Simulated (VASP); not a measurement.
# SiC (Moissanite) (P6_3mc) in VASP: further runs

The runs below take SiC (Moissanite) through single point, with RPBE+D4, PBEsol.

All numbers are computed with VASP 6.6.1; they aren't measurements. Logs are shortened: lines on timing, memory, paths and dates and some standing lists are left out, and cuts for length are marked.

## Step 1: The cell of the first run

The structure is hexagonal, space group P6_3mc (No. 186). Conventional cell: a = 3.034 Å, b = 3.034 Å, c = 4.980 Å, α = 90.00°, β = 90.00°, γ = 120.00°. Si (site symmetry 3m) has 4 C at 1.84 to 1.92 Å within 2.4 Å. Within 2.4 Å of C (site symmetry 3m) lie 4 Si at 1.84 to 1.92 Å.

## Step 2: Single point, RPBE+D4

File INCAR:

```
SYSTEM = SiC
PREC = Accurate
ENCUT = 520
EDIFF = 1E-6
ISMEAR = -1
SIGMA = 0.05
LREAL = .FALSE.
LASPH = .TRUE.
NELM = 60
ALGO = Normal
ISIF = 2
LWAVE = .FALSE.
LCHARG = .FALSE.
GGA = RP
IVDW = 13
NBANDS = 16
```

File KPOINTS:

```
regular mesh
0
G
  10 10 5
  0 0 0
```

File POSCAR:

```
SiC
1.0
    3.0344273363      0.0000000000      0.0000000000
   -1.5172136681      2.6278911591      0.0000000000
    0.0000000000      0.0000000000      4.9797754205
Si C
2 2
Direct
    0.6666666667      0.3333333333      0.5000000000
    0.3333333333      0.6666666667      0.0000000000
    0.6666666667      0.3333333333      0.8850000000
    0.3333333333      0.6666666667      0.3850000000
```

Potentials or basis: VASP PAW PBE potentials, release 64 (Si, C).

The run is started by

```bash
$ cat potpaw_PBE.64/Si/POTCAR potpaw_PBE.64/C/POTCAR > POTCAR
$ mpirun -np 1 vasp_std > vasp.out
```

OUTCAR:

```text
SYSTEM = SiC
   PREC = Accurate
   ENCUT = 520
   EDIFF = 1E-6
   ISMEAR = -1
   LREAL = .FALSE.
   LASPH = .TRUE.
   NELM = 60
   ISIF = 2
   GGA = RP
   IVDW = 13

 ion  position               nearest neighbor table
   1  0.667  0.333  0.500-   4 1.84   4 1.84   4 1.84   3 1.92   2 3.04   2 3.04   2 3.04   2 3.04
                             2 3.04   2 3.04
   2  0.333  0.667  0.000-   3 1.84   3 1.84   3 1.84   4 1.92   1 3.04   1 3.04   1 3.04   1 3.04
                             1 3.04   1 3.04
   3  0.667  0.333  0.885-   2 1.84   2 1.84   2 1.84   1 1.92
   4  0.333  0.667  0.385-   1 1.84   1 1.84   1 1.84   2 1.92

  LATTYP: Found a hexagonal cell.
 ALAT       =     3.0344273363
 C/A-ratio  =     1.6410923277

  Lattice vectors:

 A1 = (   3.0344273363,   0.0000000000,   0.0000000000)
 A2 = (  -1.5172136681,   2.6278911591,   0.0000000000)
 A3 = (   0.0000000000,   0.0000000000,   4.9797754205)

Analysis of symmetry for initial positions (statically):
=====================================================================
 Subroutine PRICEL returns:
 Original cell was already a primitive cell.

 Routine SETGRP: Setting up the symmetry group for a
 hexagonal supercell.

 Subroutine GETGRP returns: Found 12 space group operations
 (whereof  6 operations were pure point group operations)
 out of a pool of 24 trial point group operations.

The static configuration has the point symmetry C_3v.
 The point group associated with its full space group is C_6v.

Analysis of symmetry for dynamics (positions and initial velocities):
=====================================================================
 Subroutine PRICEL returns:
 Original cell was already a primitive cell.

 Routine SETGRP: Setting up the symmetry group for a
 hexagonal supercell.

 Subroutine GETGRP returns: Found 12 space group operations
 (whereof  6 operations were pure point group operations)
 out of a pool of 24 trial point group operations.

The dynamic configuration has the point symmetry C_3v.
 The point group associated with its full space group is C_6v.

 Subroutine INISYM returns: Found 12 space group operations
 (whereof  6 operations are pure point group operations),
 and found     1 'primitive' translations

----------------------------------------------------------------------------------------

                                     Primitive cell

  volume of cell :      39.7095

  direct lattice vectors                    reciprocal lattice vectors
     3.034427336  0.000000000  0.000000000     0.329551474  0.190266632  0.000000000
    -1.517213668  2.627891159  0.000000000     0.000000000  0.380533264  0.000000000
     0.000000000  0.000000000  4.979775421     0.000000000  0.000000000  0.200812269

  length of vectors
     3.034427336  3.034427336  4.979775421     0.380533264  0.380533264  0.200812269

  position of ions in fractional coordinates (direct lattice)
     0.666666667  0.333333333  0.500000000
     0.333333333  0.666666667  0.000000000
     0.666666667  0.333333333  0.885000000
     0.333333333  0.666666667  0.385000000

  ion indices of the primitive-cell ions
   primitive index   ion index
                 1           1
                 2           2
                 3           3
                 4           4

----------------------------------------------------------------------------------------

 KPOINTS: regular mesh

Automatic generation of k-mesh.
 Grid dimensions read from file:
 generate k-points for:   10   10    5

 Generating k-lattice:

  Cartesian coordinates                     Fractional coordinates (reciprocal lattice)
     0.032955147  0.019026663  0.000000000     0.100000000  0.000000000  0.000000000
     0.000000000  0.038053326  0.000000000     0.000000000  0.100000000  0.000000000
     0.000000000  0.000000000  0.040162454     0.000000000  0.000000000  0.200000000

  Length of vectors
     0.038053326  0.038053326  0.040162454

  Shift w.r.t. Gamma in fractional coordinates (k-lattice)
     0.000000000  0.000000000  0.000000000

 Subroutine IBZKPT returns following result:
 ===========================================

 Found     42 irreducible k-points:

 Following reciprocal coordinates:
            Coordinates               Weight
  0.000000  0.000000  0.000000      1.000000
  0.100000  0.000000  0.000000      6.000000
  0.200000  0.000000  0.000000      6.000000
  0.300000 -0.000000  0.000000      6.000000
  0.400000  0.000000  0.000000      6.000000
  0.500000 -0.000000  0.000000      3.000000
[... 16 lines left out ...]
  0.300000  0.100000  0.200000     24.000000
  0.400000  0.100000  0.200000     24.000000
 [... further k-points ...]
   k-points           NKPTS =     42   k-points in BZ     NKDIM =     42   number of bands    NBANDS=     16
   number of dos      NEDOS =    301   number of ions     NIONS =      4
   total plane-waves  NPLWV =  23040
   dimension x,y,z NGX =    24 NGY =   24 NGZ =   40
[... 70 lines left out ...]
  band No.  band energies     occupation
      1      -7.1051      2.00000
      2      -3.4631      2.00000
      3       0.0447      2.00000
      4       7.3959      2.00000
      5       7.3959      2.00000
      6       8.6931      2.00000
[... 8 lines left out ...]
     15      17.9911      0.00000
     16      20.4758      0.00000

 k-point     2 :       0.1000    0.0000    0.0000
  band No.  band energies     occupation
      1      -6.9261      2.00000
      2      -3.3103      2.00000
      3       0.2133      2.00000
      4       6.4491      2.00000
      5       7.0964      2.00000
      6       8.0635      2.00000
[... 8 lines left out ...]
     15      18.4311      0.00000
     16      19.1836      0.00000

 k-point     3 :       0.2000    0.0000    0.0000
  band No.  band energies     occupation
      1      -6.3958      2.00000
      2      -2.8719      2.00000
      3       0.7006      2.00000
      4       4.5239      2.00000
      5       6.4782      2.00000
      6       6.5911      2.00000
[... 8 lines left out ...]
     15      18.7301      0.00000
     16      19.1893      0.00000

 k-point     4 :       0.3000   -0.0000    0.0000
  band No.  band energies     occupation
      1      -5.5407      2.00000
      2      -2.2450      2.00000
      3       1.3470      2.00000
      4       2.6804      2.00000
      5       4.8668      2.00000
      6       5.8878      2.00000
[... 8 lines left out ...]
     15      19.5785      0.00000
     16      20.6485      0.00000

 k-point     5 :       0.4000    0.0000    0.0000
  band No.  band energies     occupation
      1      -4.4478      2.00000
      2      -1.8574      2.00000
      3       0.9215      2.00000
      4       2.7300      2.00000
      5       3.2799      2.00000
      6       5.4903      2.00000
[... 8 lines left out ...]
     15      20.3047      0.00000
     16      21.2184      0.00000

 k-point     6 :       0.5000   -0.0000    0.0000
  band No.  band energies     occupation
      1      -3.6535      2.00000
      2      -2.1819      2.00000
      3       0.8783      2.00000
      4       2.3321      2.00000
      5       3.3994      2.00000
      6       5.3518      2.00000
[... 8 lines left out ...]
     15      19.4531      0.00000
     16      21.4744      0.00000
[... 267 lines left out ...]
 k-point    21 :       0.1000    0.1000    0.2000
  band No.  band energies     occupation
      1      -6.3729      2.00000
      2      -3.7175      2.00000
      3       1.5360      2.00000
      4       5.4164      2.00000
      5       6.2687      2.00000
      6       6.9308      2.00000
[... 8 lines left out ...]
     15      19.0478      0.00000
     16      19.5277      0.00000

 k-point    22 :       0.2000    0.1000    0.2000
  band No.  band energies     occupation
      1      -5.6823      2.00000
      2      -3.1180      2.00000
      3       1.9202      2.00000
      4       3.8609      2.00000
      5       4.9526      2.00000
      6       5.9020      2.00000
[... 8 lines left out ...]
     15      19.3792      0.00000
     16      20.1079      0.00000

 k-point    23 :       0.3000    0.1000    0.2000
  band No.  band energies     occupation
      1      -4.7030      2.00000
      2      -2.3800      2.00000
      3       1.3213      2.00000
      4       3.2948      2.00000
      5       3.6497      2.00000
      6       5.1411      2.00000
[... 8 lines left out ...]
     15      20.2236      0.00000
     16      21.0166      0.00000

 k-point    24 :       0.4000    0.1000    0.2000
  band No.  band energies     occupation
      1      -3.6330      2.00000
      2      -2.0770      2.00000
      3       0.5358      2.00000
      4       2.0447      2.00000
      5       4.1148      2.00000
      6       4.9449      2.00000
[... 8 lines left out ...]
     15      20.7667      0.00000
     16      22.1311      0.00000

 [... further k-points ...]

------------------------ aborting loop because EDIFF is reached ----------------------------------------

  DFT-D4 for vdW energy calculation

  Edisp (eV):   -2.96322

  FORCE on cell =-STRESS in cart. coord.  units (eV):
  Direction    XX          YY          ZZ          XY          YZ          ZX
  --------------------------------------------------------------------------------------
  -------------------------------------------------------------------------------------
  Total       1.95957     1.95957     0.39906     0.00000     0.00000     0.00000
  in kB      79.06360    79.06360    16.10109     0.00000     0.00000     0.00000
  external pressure =       58.08 kB  Pullay stress =        0.00 kB

 VOLUME and BASIS-vectors are now :
 -----------------------------------------------------------------------------
  energy-cutoff  :      520.00
  volume of cell :       39.71
      direct lattice vectors                 reciprocal lattice vectors
     3.034427336  0.000000000  0.000000000     0.329551474  0.190266632  0.000000000
    -1.517213668  2.627891159  0.000000000     0.000000000  0.380533264  0.000000000
     0.000000000  0.000000000  4.979775421     0.000000000  0.000000000  0.200812269

 POSITION                                       TOTAL-FORCE (eV/Angst)
 -----------------------------------------------------------------------------------
      1.51721      0.87596      2.48989        -0.000000     -0.000000      0.816538
     -0.00000      1.75193      0.00000         0.000000     -0.000000      0.816538
      1.51721      0.87596      4.40710         0.000000     -0.000000     -0.816538
     -0.00000      1.75193      1.91721        -0.000000      0.000000     -0.816538
 -----------------------------------------------------------------------------------
    total drift:                                0.000000      0.000000     -0.000169

  FREE ENERGIE OF THE ION-ELECTRON SYSTEM (eV)
  ---------------------------------------------------
  free  energy   TOTEN  =       -31.4233688498 eV

  energy  without entropy=      -31.4233688498  energy(sigma->0) =      -31.42336885
```

Run time: 27 s. Hardware: 1 thread of Intel Xeon 8259CL, shared host; peak memory 0.16 GiB.

Results:

| Quantity | Value |
| --- | --- |
| Free energy | -31.4234 eV |
| Pressure | 5.8 GPa |
| Largest force | 0.817 eV/Å |
| Band gap on the k mesh | 2.45 eV, indirect (least direct gap 4.19 eV) |
| Dispersion energy per atom | -0.741 eV |

Forces in eV/Å, atoms in the order of the input:
```
Si   0.000  0.000  0.817
Si   0.000  0.000  0.817
C    0.000  0.000 -0.817
C    0.000  0.000 -0.817
```

Caveat: the PAW data sets were made with another functional, which shifts forces and pressure a little. As with any semilocal functional, this RPBE gap is likely too small.

## Step 3: Single point, RPBE+D4

This run uses another cell than the first one, of 10.13 Å³/atom, 1.021 times its volume.

File INCAR:

```
ALGO     = Normal         # electronic algorithm
EDIFF    = 1E-6           # SCF threshold, eV
ENCUT    = 520            # plane-wave cutoff, eV
GGA      = RP             # functional
ISIF     = 2              # what is computed and relaxed
ISMEAR   = -1             # smearing method
IVDW     = 13             # dispersion correction
LASPH    = True           # aspherical terms in the spheres
LCHARG   = True           # write CHGCAR
LELF     = True           # ELF
LREAL    = False          # projectors in reciprocal space
LVHAR    = True         
LWAVE    = False          # write WAVECAR
NBANDS   = 16             # bands
NELM     = 80             # most SCF steps
PREC     = Accurate       # precision mode
SIGMA    = 0.05           # smearing width, eV
```

File KPOINTS:

```
k-points
0
Gamma
  10 10 5
```

File POSCAR:

```
SiC
1.0
    3.0553550827      0.0000000000      0.0000000000
   -1.5276775413      2.6460151191      0.0000000000
    0.0000000000      0.0000000000      5.0141197845
Si C
2 2
Direct
    0.6666666667      0.3333333333      0.5000000000
    0.3333333333      0.6666666667      0.0000000000
    0.6666666667      0.3333333333      0.8850000000
    0.3333333333      0.6666666667      0.3850000000
```

Potentials or basis: VASP PAW PBE potentials, release 64 (Si, C).

The run is started by

```bash
$ cat potpaw_PBE.64/Si/POTCAR potpaw_PBE.64/C/POTCAR > POTCAR
$ mpirun -np 1 vasp_std > vasp.out
```

It took 33 s on 1 thread of Intel Xeon 8259CL, shared host; peak memory 0.16 GiB.

Results (log left out):

- Free energy: -31.4408 eV
- Pressure: 0.9 GPa
- Largest force: 0.777 eV/Å
- Band gap on the k mesh: 2.48 eV, indirect (least direct gap 4.15 eV)
- Dispersion energy per atom: -0.727 eV

Forces on the atoms (eV/Å):
```
Si   0.000  0.000  0.777
Si   0.000  0.000  0.777
C    0.000  0.000 -0.777
C    0.000  0.000 -0.777
```

Stress tensor (GPa, compression positive):
```
 2.71  0.00  0.00
 0.00  2.71  0.00
 0.00  0.00 -2.62
```

Levels at points of the mesh, in eV from the valence-band top:
| k point | band 4 | band 5 | band 6 | band 7 | band 8 | band 9 | band 10 | band 11 | band 12 | band 13 |
| --- | --- | --- | --- | --- | --- | --- | --- | --- | --- | --- |
| (0.00, 0.00, 0.00) | -1.56 | -1.56 | -0.28 | -0.28 | 0.00 | 4.84 | 6.27 | 6.67 | 6.67 | 7.78 |
| (0.50, 0.00, 0.00) | -6.59 | -5.49 | -3.57 | -3.30 | -1.48 | 2.67 | 4.24 | 6.95 | 7.29 | 9.95 |

Caveat: the PAW data sets were made with another functional, which shifts forces and pressure a little. A k mesh can miss the band edges.

## Step 4: Single point, PBEsol

This run uses another cell than the first one, of 10.34 Å³/atom, 1.041 times its volume.

File INCAR:

```
ALGO = Normal ; EDIFF = 1E-7
ENCUT = 520 ; GGA = PS
ISIF = 2 ; ISMEAR = -1
LASPH = True ; LCHARG = False
LREAL = False ; LWAVE = False
NBANDS = 16 ; NELM = 80
PREC = Accurate ; SIGMA = 0.05
```

KPOINTS is that of step 3.

File POSCAR:

```
SiC
1.0
    3.0757917097      0.0000000000      0.0000000000
   -1.5378958549      2.6637137574      0.0000000000
    0.0000000000      0.0000000000      5.0475640414
Si C
2 2
Direct
    0.6666666667      0.3333333333      0.5045935820
    0.3333333333      0.6666666667      0.0045935820
    0.6666666667      0.3333333333      0.8804064180
    0.3333333333      0.6666666667      0.3804064180
```

The run is started by

```bash
$ cat potpaw_PBE.64/Si/POTCAR potpaw_PBE.64/C/POTCAR > POTCAR
$ mpirun -np 1 vasp_std > vasp.out
```

Run time: 34 s. Hardware: 1 thread of Intel Xeon 8259CL, shared host; peak memory 0.16 GiB.

It converged, with:

| Property | Result |
| --- | --- |
| Free energy | -31.8220 eV |
| Pressure | 0.4 GPa |
| Band gap on the k mesh | 2.27 eV, indirect (least direct gap 3.85 eV) |

Levels at points of the mesh, in eV from the valence-band top:
```tsv
k point	band 5	band 6	band 7	band 8	band 9	band 10	band 11	band 12
(0.00, 0.00, 0.00)	-1.32	-0.11	0.00	0.00	4.74	6.15	6.60	6.60
(0.50, 0.00, 0.00)	-5.48	-3.34	-3.34	-1.20	2.65	4.12	6.80	7.04
```

Caveat: the PAW data sets were made with another functional, which shifts forces and pressure a little. A k mesh can miss the band edges.

## Step 5: Single point, RPBE+D4

This run uses another cell than the first one, of 10.34 Å³/atom, 1.042 times its volume.

File INCAR:

```
  PREC = Accurate
  ENCUT = 520
  EDIFF = 1E-6
  ISMEAR = -1
  SIGMA = 0.05
  LREAL = F
  LASPH = T
  NELM = 60
  ALGO = Normal
  ISIF = 2
  LWAVE = F
  LCHARG = F
  GGA = RP
  IVDW = 13
  NBANDS = 16
```

File KPOINTS:

```
regular mesh
0
Gamma
  10 10 5
```

File POSCAR:

```
SiC
1.0
    3.0760000000      0.0000000000      0.0000000000
   -1.5380000000      2.6638941420      0.0000000000
    0.0000000000      0.0000000000      5.0480000000
Si C
2 2
Direct
    0.6666666667      0.3333333333      0.5000000000
    0.3333333333      0.6666666667      0.0000000000
    0.6666666667      0.3333333333      0.8850000000
    0.3333333333      0.6666666667      0.3850000000
```

The run is started by

```bash
$ cat potpaw_PBE.64/Si/POTCAR potpaw_PBE.64/C/POTCAR > POTCAR
$ mpirun -np 1 vasp_std > vasp.out
```

It took 41 s on 1 thread of Intel Xeon 8259CL, shared host; peak memory 0.16 GiB.

The run converged. Its results:

```
Free energy                : -31.4344 eV
Pressure                   : -3.5 GPa
Largest force              : 0.740 eV/Å
Band gap on the k mesh     : 2.52 eV, indirect (least direct gap 4.11 eV)
Dispersion energy per atom : -0.714 eV
```

Forces on the atoms (eV/Å):
```
Si   0.000  0.000  0.740
Si   0.000  0.000  0.740
C    0.000  0.000 -0.740
C    0.000  0.000 -0.740
```

Stress tensor (GPa, compression positive):
```
-1.98  0.00  0.00
 0.00 -1.98  0.00
 0.00  0.00 -6.43
```

Levels at points of the mesh, in eV from the valence-band top:
```csv
k point,band 4,band 5,band 6,band 7,band 8,band 9,band 10,band 11,band 12,band 13
"(0.00, 0.00, 0.00)",-1.55,-1.55,-0.28,-0.28,0.00,4.66,6.05,6.55,6.55,7.60
"(0.50, 0.00, 0.00)",-6.54,-5.42,-3.53,-3.25,-1.48,2.63,4.22,6.79,7.22,9.76
```

Caveat: the PAW data sets were made with another functional, which shifts forces and pressure a little. A k mesh can miss the band edges.

## Step 6: Summary

| level | cell | gap on the mesh (eV) | pressure (GPa) | largest force (eV/Å) |
| --- | --- | --- | --- | --- |
| RPBE+D4 | a = 3.034, b = 3.034, c = 4.980 Å, angles 90.0, 90.0, 120.0°, 4 atoms | 2.45 | 5.8 | 0.82 |
| RPBE+D4 | a = 3.055, b = 3.055, c = 5.014 Å, angles 90.0, 90.0, 120.0°, 4 atoms | 2.48 | 0.9 | 0.78 |
| PBEsol | a = 3.076, b = 3.076, c = 5.048 Å, angles 90.0, 90.0, 120.0°, 4 atoms | 2.27 | 0.4 | - |
| RPBE+D4 | a = 3.076, b = 3.076, c = 5.048 Å, angles 90.0, 90.0, 120.0°, 4 atoms | 2.52 | -3.5 | 0.74 |

Some of these runs hold the atoms at other places in the same cell, which the table doesn't show; runs alike in all that it shows share one row.

Alike in all rows: task single point; potentials or basis VASP PAW PBE potentials, release 64 (Si, C); no spin polarisation; k mesh 10 × 10 × 5; cutoff (eV) 520; smearing fermi-dirac 0.05 eV.

Caveats: the PAW data sets were made with another functional, which shifts forces and pressure a little.

Absolute energies hang on the potentials; compare differences alone.
